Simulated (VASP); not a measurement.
Write the native input for VASP 6.6.1 that does the following.

```yaml
Task: relaxation of cell and atoms
Functional: LDA
Potentials_or_basis: VASP PAW LDA potentials, release 64 (Cd, S)
Cutoff: 600 eV
k_mesh: 9 × 9 × 9
Occupations: fermi-dirac, width 0.02 eV
Spin: no spin polarisation
Dipole_correction: no
Further_INCAR_settings: ALGO = Normal; EDIFF = 1e-06; IBRION = 2; EDIFFG = -0.005; NSW = 70; ISIF = 3
```

The structure of CdS lies in POSCAR:

```
CdS
1.0
    0.0000000000      2.7532440000      2.7532440000
    2.7532440000      0.0000000000      2.7532440000
    2.7532440000      2.7532440000      0.0000000000
Cd S
1 1
Direct
    0.0000000000      0.0000000000      0.0000000000
    0.5000000000      0.5000000000      0.5000000000
```

The input as run:

INCAR

```
  PREC = Accurate
  ENCUT = 600
  EDIFF = 1E-6
  ISMEAR = -1
  SIGMA = 0.02
  LREAL = False
  LASPH = True
  NELM = 80
  ALGO = Normal
  ISIF = 3
  LWAVE = False
  LCHARG = False
  GGA = CA
  IBRION = 2
  NSW = 70
  EDIFFG = -0.005
```

KPOINTS

```
regular mesh
0
Gamma
  9 9 9
```

Potentials or basis: VASP PAW LDA potentials, release 64 (Cd, S).

Launch:

```console
$ cat potpaw_LDA.64/Cd/POTCAR potpaw_LDA.64/S/POTCAR > POTCAR
$ mpirun -np 1 vasp_std > vasp.out
```

It gave:

The relaxed volume is 19.18 Å³/atom. The relaxed cell is a = 3.785 Å, b = 3.785 Å, c = 3.785 Å, α = 60.00°, β = 60.00°, γ = 60.00°, the space group after relaxing (to 0.05 Å) is Fm-3m (No. 225) and the energy gained by relaxing is 36.9 meV/atom. The ionic steps are 3, the pressure after relaxing is 0.0 GPa and the band gap on the k mesh is 0.15 eV, indirect (least direct gap 1.90 eV).

Run time: 19 s on 1 thread of Intel(R) Xeon(R) 6975P-C (Granite Rapids) (shared host), peak memory 0.18 GiB.
